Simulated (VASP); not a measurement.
# B (Cmce) in VASP: a series of runs

Runs on B. Level: PBE. Tasks: single point, relaxation of cell and atoms.

All numbers are computed with VASP 6.6.1; they aren't measurements. Logs are shortened: lines on timing, memory, paths and dates and some standing lists are left out, and cuts for length are marked.

## (1) The cell of the first run

The structure is orthorhombic, space group Cmce (No. 64). Conventional cell: a = 2.939 Å, b = 5.324 Å, c = 3.263 Å, α = 90.00°, β = 90.00°, γ = 90.00°. Within 2.3 Å of B (site symmetry m) lie 7 B at 1.76 to 1.91 Å.

## (2) Single point, PBE

Input file INCAR:

```
PREC     = Accurate       # precision mode
ENCUT    = 520            # plane-wave cutoff, eV
EDIFF    = 1E-6           # SCF threshold, eV
ISMEAR   = 0              # smearing method
SIGMA    = 0.1            # smearing width, eV
LREAL    = False          # projectors in reciprocal space
LASPH    = True           # aspherical terms in the spheres
NELM     = 100            # most SCF steps
ALGO     = Normal         # electronic algorithm
ISIF     = 2              # what is computed and relaxed
LWAVE    = False          # write WAVECAR
LCHARG   = False          # write CHGCAR
GGA      = PE             # functional
NBANDS   = 14             # bands
```

Input file KPOINTS:

```
Automatic mesh
0
Gamma
  18 18 14
```

Input file POSCAR:

```
B
1.0
    1.4695039968     -2.6620417056      0.0000000000
    1.4695039968      2.6620417056      0.0000000000
    0.0000000000      0.0000000000      3.2629185476
B
4
Direct
    0.6558532746      0.3441467254      0.4099638999
    0.1558532746      0.8441467254      0.0900361001
    0.3441467254      0.6558532746      0.5900361001
    0.8441467254      0.1558532746      0.9099638999
```

Potentials or basis: VASP PAW PBE potentials, release 64 (B).

On the command line:

```sh
> cat potpaw_PBE.64/B/POTCAR > POTCAR
> mpirun -np 1 vasp_std > vasp.out
```

OUTCAR:

```text
PREC = Accurate
   ENCUT = 520
   EDIFF = 1E-6
   ISMEAR = 0
   LREAL = False
   LASPH = True
   NELM = 100
   ISIF = 2
   GGA = PE

 ion  position               nearest neighbor table
   1  0.656  0.344  0.410-   3 1.76   2 1.80   2 1.80   3 1.87   3 1.87   4 1.91   4 1.91
   2  0.156  0.844  0.090-   4 1.76   1 1.80   1 1.80   4 1.87   4 1.87   3 1.91   3 1.91
   3  0.344  0.656  0.590-   1 1.76   4 1.80   4 1.80   1 1.87   1 1.87   2 1.91   2 1.91
   4  0.844  0.156  0.910-   2 1.76   3 1.80   3 1.80   2 1.87   2 1.87   1 1.91   1 1.91

  LATTYP: Found a base centered orthorhombic cell.
 ALAT       =     2.9390079936
 B/A-ratio  =     1.8115239641
 C/A-ratio  =     1.1102108449

  Lattice vectors:

 A1 = (   1.4695039968,  -2.6620417056,   0.0000000000)
 A2 = (   1.4695039968,   2.6620417056,   0.0000000000)
 A3 = (   0.0000000000,   0.0000000000,   3.2629185476)

Analysis of symmetry for initial positions (statically):
=====================================================================
 Subroutine PRICEL returns:
 Original cell was already a primitive cell.

 Routine SETGRP: Setting up the symmetry group for a
 base centered orthorhombic supercell.

 Subroutine GETGRP returns: Found  8 space group operations
 (whereof  4 operations were pure point group operations)
 out of a pool of  8 trial point group operations.

The static configuration has the point symmetry C_2h.
 The point group associated with its full space group is D_2h.

Analysis of symmetry for dynamics (positions and initial velocities):
=====================================================================
 Subroutine PRICEL returns:
 Original cell was already a primitive cell.

 Routine SETGRP: Setting up the symmetry group for a
 base centered orthorhombic supercell.

 Subroutine GETGRP returns: Found  8 space group operations
 (whereof  4 operations were pure point group operations)
 out of a pool of  8 trial point group operations.

The dynamic configuration has the point symmetry C_2h.
 The point group associated with its full space group is D_2h.

 Subroutine INISYM returns: Found  8 space group operations
 (whereof  4 operations are pure point group operations),
 and found     1 'primitive' translations

----------------------------------------------------------------------------------------

                                     Primitive cell

  volume of cell :      25.5283

  direct lattice vectors                    reciprocal lattice vectors
     1.469503997 -2.662041706  0.000000000     0.340250861 -0.187825758  0.000000000
     1.469503997  2.662041706  0.000000000     0.340250861  0.187825758  0.000000000
     0.000000000  0.000000000  3.262918548     0.000000000  0.000000000  0.306474092

  length of vectors
     3.040708476  3.040708476  3.262918548     0.388650439  0.388650439  0.306474092

  position of ions in fractional coordinates (direct lattice)
     0.655853275  0.344146725  0.409963900
     0.155853275  0.844146725  0.090036100
     0.344146725  0.655853275  0.590036100
     0.844146725  0.155853275  0.909963900

  ion indices of the primitive-cell ions
   primitive index   ion index
                 1           1
                 2           2
                 3           3
                 4           4

----------------------------------------------------------------------------------------

 KPOINTS: Automatic mesh

Automatic generation of k-mesh.
 Grid dimensions read from file:
 generate k-points for:   18   18   14

 Generating k-lattice:

  Cartesian coordinates                     Fractional coordinates (reciprocal lattice)
     0.018902826 -0.010434764  0.000000000     0.055555556  0.000000000  0.000000000
     0.018902826  0.010434764  0.000000000     0.000000000  0.055555556  0.000000000
     0.000000000  0.000000000  0.021891007     0.000000000  0.000000000  0.071428571

  Length of vectors
     0.021591691  0.021591691  0.021891007

  Shift w.r.t. Gamma in fractional coordinates (k-lattice)
     0.000000000  0.000000000  0.000000000

 Subroutine IBZKPT returns following result:
 ===========================================

 Found    728 irreducible k-points:

 Following reciprocal coordinates:
            Coordinates               Weight
  0.000000  0.000000  0.000000      1.000000
  0.055556  0.000000  0.000000      4.000000
  0.111111  0.000000  0.000000      4.000000
  0.166667  0.000000  0.000000      4.000000
  0.222222  0.000000  0.000000      4.000000
  0.277778  0.000000  0.000000      4.000000
[... 16 lines left out ...]
 -0.277778  0.055556  0.000000      4.000000
 -0.222222  0.055556  0.000000      4.000000
 [... further k-points ...]
   k-points           NKPTS =    728   k-points in BZ     NKDIM =    728   number of bands    NBANDS=     14
   number of dos      NEDOS =    301   number of ions     NIONS =      4
   total plane-waves  NPLWV =  13824
   dimension x,y,z NGX =    24 NGY =   24 NGZ =   24
   dimension x,y,z NGXF=    48 NGYF=   48 NGZF=   48
   ions per type =               4
   NGX,Y,Z   is equivalent  to a cutoff of  13.12, 13.12, 12.23 a.u.
   NGXF,Y,Z  is equivalent  to a cutoff of  26.24, 26.24, 24.46 a.u.
 SYSTEM =  unknown system
   PREC   = accura    normal or accurate (medium, high low for compatibility)
   ISTART =      0    job   : 0-new  1-cont  2-samecut
   ICHARG =      2    charge: 1-file 2-atom 10-const
   ISPIN  =      1    spin polarized calculation?
   LNONCOLLINEAR =      F non collinear calculations
   LSORBIT =      F    spin-orbit coupling
   LASPH  =      T    aspherical Exc in radial PAW
   ENCUT  =  520.0 eV  38.22 Ry    6.18 a.u.   5.65  5.65  6.07*2*pi/ulx,y,z
   NELM   =    100;   NELMIN=  2; NELMDL= -5     # of ELM steps
   EDIFF  = 0.1E-05   stopping-criterion for ELM
   LREAL  =      F    real-space projection
   EDIFFG = 0.1E-04   stopping-criterion for IOM
   NSW    =      0    number of steps for IOM
   IBRION =     -1    ionic relax: 0-MD 1-quasi-New 2-CG
   NFREE  =      0    steps in history (QN), initial steepest desc. (CG)
   ISIF   =      2    stress and relaxation
   ISYM   =      2    0-nonsym 1-usesym 2-fastsym
   POTIM  = 0.5000    time-step for ionic-motion
   TEBEG  =    0.0;   TEEND  =   0.0 temperature during run
   PSTRESS=    0.0 pullay stress
   NELECT =      12.0000    total number of electrons
   NUPDOWN=      -1.0000    fix difference up-down
   EMIN   =  10.00;   EMAX   =-10.00  energy-range for DOS
   EFERMI =   0.00;   METHOD = LEGACY
   ISMEAR =     0;   SIGMA  =   0.10  broadening in eV -4-tet -1-fermi 0-gaus
   EFERMI_NEDOS =   21; number of points for ismear=-14 and -15
   IALGO  =     38    algorithm
   IMIX   =      4    mixing-type and parameters
     AMIX     =   0.40;   BMIX     =  1.00
     AMIX_MAG =   1.60;   BMIX_MAG =  1.00
  volume/ion in A,a.u.               =       6.38        43.07
  Fermi-wavevector in a.u.,A,eV,Ry     =   1.272901  2.405434 22.045206  1.620277
  Thomas-Fermi vector in A             =   2.405754
   LORBIT       =      0    0 simple, 1 ext, 2 COOP (PROOUT), +10 PAW based schemes
   GGA     = PE    functional components
   LHFCALC =     F    Hartree Fock is set to
   AEXX    =    0.0000 exact exchange contribution
   IVDW    =     0    specifies the selected vdW correction
   LEPSILON=     F    determine dielectric tensor
   LRPA    =     F    only Hartree local field effects (RPA)
 non-spin polarized calculation
 Gauss-broadening in eV      SIGMA  =   0.10
  energy-cutoff  :      520.00
  volume of cell :       25.53
 maximum number of plane-waves:       704
   NGX = 11   NGY = 11   NGZ = 13

 number of electron      12.0000000 magnetization

 Free energy of the ion-electron system (eV)
  ---------------------------------------------------
  ext. energy  EPLUGINS =         0.00000000
  ---------------------------------------------------
  free energy    TOTEN  =       -25.72766683 eV

  energy without entropy =      -25.72666327  energy(sigma->0) =      -25.72716505

 E-fermi :   8.7928     XC(G=0): -12.4307

 val. band max:        8.7920804196   @ k =   0.4444   0.3889   0.0000
 cond. band min:       8.8034352988   @ k =  -0.2222   0.1667   0.0000
 fundamental gap:      0.0113548792
 Fermi energy:         8.7927811554

 k-point     1 :       0.0000    0.0000    0.0000
  band No.  band energies     occupation
      1      -8.9812      2.00000
      2       0.9107      2.00000
      3       2.9035      2.00000
      4       4.2491      2.00000
      5       5.2971      2.00000
      6       9.3361      0.00000
      7       9.6842      0.00000
      8      11.2928      0.00000
      9      11.4479      0.00000
     10      15.7664      0.00000
     11      17.1358      0.00000
     12      19.5121      0.00000
     13      19.5825      0.00000
     14      21.4079      0.00000

 k-point     2 :       0.0556    0.0000    0.0000
  band No.  band energies     occupation
      1      -8.9270      2.00000
      2       0.9564      2.00000
      3       2.9342      2.00000
      4       3.9596      2.00000
      5       5.2179      2.00000
      6       8.3214      2.00000
      7      10.7009      0.00000
      8      11.5692      0.00000
      9      11.6124      0.00000
     10      15.6691      0.00000
     11      16.9816      0.00000
     12      18.9028      0.00000
     13      19.6445      0.00000
     14      21.4687      0.00000

 k-point     3 :       0.1111    0.0000    0.0000
  band No.  band energies     occupation
      1      -8.7644      2.00000
      2       1.0921      2.00000
      3       3.0231      2.00000
      4       3.1954      2.00000
      5       5.0082      2.00000
      6       7.2622      2.00000
      7      11.7231      0.00000
      8      11.8804      0.00000
      9      12.4654      0.00000
     10      15.3487      0.00000
     11      16.6926      0.00000
     12      17.8293      0.00000
     13      19.4883      0.00000
     14      21.5627      0.00000

 k-point     4 :       0.1667    0.0000    0.0000
  band No.  band energies     occupation
      1      -8.4938      2.00000
      2       1.3124      2.00000
      3       2.1450      2.00000
      4       3.1672      2.00000
      5       4.7309      2.00000
      6       6.3467      2.00000
      7      12.2256      0.00000
      8      12.6149      0.00000
      9      13.4197      0.00000
     10      14.8555      0.00000
     11      16.5176      0.00000
     12      16.7659      0.00000
     13      19.2944      0.00000
     14      21.6364      0.00000

 k-point     5 :       0.2222    0.0000    0.0000
  band No.  band energies     occupation
      1      -8.1156      2.00000
      2       0.9649      2.00000
      3       1.6065      2.00000
      4       3.3478      2.00000
      5       4.4488      2.00000
      6       5.5815      2.00000
      7      12.3262      0.00000
      8      13.1416      0.00000
      9      14.0183      0.00000
     10      14.4767      0.00000
     11      16.3289      0.00000
[... 276 lines left out ...]
 k-point    22 :      -0.3333    0.0556    0.0000
  band No.  band energies     occupation
      1      -7.3368      2.00000
      2      -0.7334      2.00000
      3       2.0452      2.00000
      4       3.1423      2.00000
      5       3.7070      2.00000
      6       5.7210      2.00000
      7      11.8208      0.00000
      8      12.4581      0.00000
      9      13.8180      0.00000
     10      14.2791      0.00000
     11      16.3790      0.00000
     12      17.7399      0.00000
     13      19.7558      0.00000
     14      22.5477      0.00000

 k-point    23 :      -0.2778    0.0556    0.0000
  band No.  band energies     occupation
      1      -7.8691      2.00000
      2       0.4926      2.00000
      3       1.7647      2.00000
      4       3.3020      2.00000
      5       3.5124      2.00000
      6       6.2422      2.00000
      7      12.5382      0.00000
      8      13.0064      0.00000
      9      13.8027      0.00000
     10      13.8307      0.00000
     11      15.7408      0.00000
     12      17.1734      0.00000
     13      19.8185      0.00000
     14      22.2438      0.00000

 k-point    24 :      -0.2222    0.0556    0.0000
  band No.  band energies     occupation
      1      -8.2956      2.00000
      2       1.4692      2.00000
      3       1.7115      2.00000
      4       3.3117      2.00000
      5       3.6126      2.00000
      6       6.8903      2.00000
      7      12.4380      0.00000
      8      12.9493      0.00000
      9      13.4061      0.00000
     10      14.0903      0.00000
     11      16.0530      0.00000
     12      16.6740      0.00000
     13      19.9216      0.00000
     14      22.0765      0.00000

 [... further k-points ...]

------------------------ aborting loop because EDIFF is reached ----------------------------------------

  FORCE on cell =-STRESS in cart. coord.  units (eV):
  Direction    XX          YY          ZZ          XY          YZ          ZX
  --------------------------------------------------------------------------------------
  -------------------------------------------------------------------------------------
  Total        0.0048051      0.0136639      0.0016702      0.0000000      0.0000000      0.0000000
  in kB        0.3015737      0.8575555      0.1048253      0.0000000      0.0000000      0.0000000
  external PRESSURE =       0.4213182 kB  Pullay stress =       0.0000000 kB

 VOLUME and BASIS-vectors are now :
 -----------------------------------------------------------------------------
  energy-cutoff  :      520.00
  volume of cell :       25.53
      direct lattice vectors                 reciprocal lattice vectors
     1.469503997 -2.662041706  0.000000000     0.340250861 -0.187825758  0.000000000
     1.469503997  2.662041706  0.000000000     0.340250861  0.187825758  0.000000000
     0.000000000  0.000000000  3.262918548     0.000000000  0.000000000  0.306474092

 POSITION                                       TOTAL-FORCE (eV/Angst)
 -----------------------------------------------------------------------------------
      1.46950     -0.82978      1.33768         0.000000     -0.004549      0.002158
      1.46950      1.83227      0.29378         0.000000     -0.004549     -0.002158
      1.46950      0.82978      1.92524         0.000000      0.004549     -0.002158
      1.46950     -1.83227      2.96914         0.000000      0.004549      0.002158
 -----------------------------------------------------------------------------------
    total drift:                                0.000000     -0.000000     -0.000000

  FREE ENERGIE OF THE ION-ELECTRON SYSTEM (eV)
  ---------------------------------------------------
  free  energy   TOTEN  =       -25.7276668287 eV

  energy  without entropy=      -25.7266632676  energy(sigma->0) =      -25.72716505
```

Run time: 2.2 min. Hardware: 1 thread of Intel Xeon Platinum 8375C at 2.90GHz (Ice Lake), shared host; peak memory 0.29 GiB.

What came out:

| Item | Value |
| --- | --- |
| Free energy | -25.7277 eV |
| Pressure | 0.0 GPa |
| Largest force | 0.005 eV/Å |
| Band gap on the k mesh | zero (band 6 reaches 9.52 eV, above the bottom of band 7 at 8.33 eV) |

Forces on the atoms (eV/Å):
```
B    0.000 -0.005  0.002
B    0.000 -0.005 -0.002
B    0.000  0.005 -0.002
B    0.000  0.005  0.002
```

Levels at points of the mesh, in eV from the Fermi level:
```csv
k point,band 4,band 5,band 6,band 7,band 8,band 9
"(0.00, 0.00, 0.00)",-4.54,-3.50,0.54,0.89,2.50,2.66
"(0.50, 0.00, 0.00)",-5.61,-4.56,-4.56,1.54,1.54,5.97
"(0.50, 0.50, 0.00)",-5.31,-3.51,-1.83,-0.46,0.69,4.62
"(0.00, 0.00, 0.50)",-1.87,-1.50,-1.50,0.94,0.94,6.44
"(0.50, 0.00, 0.50)",-10.44,-4.29,-4.29,2.02,2.02,10.26
"(0.50, 0.50, 0.50)",-9.26,-3.83,-3.83,0.82,0.82,9.14
```

[end of part 1 of 2]
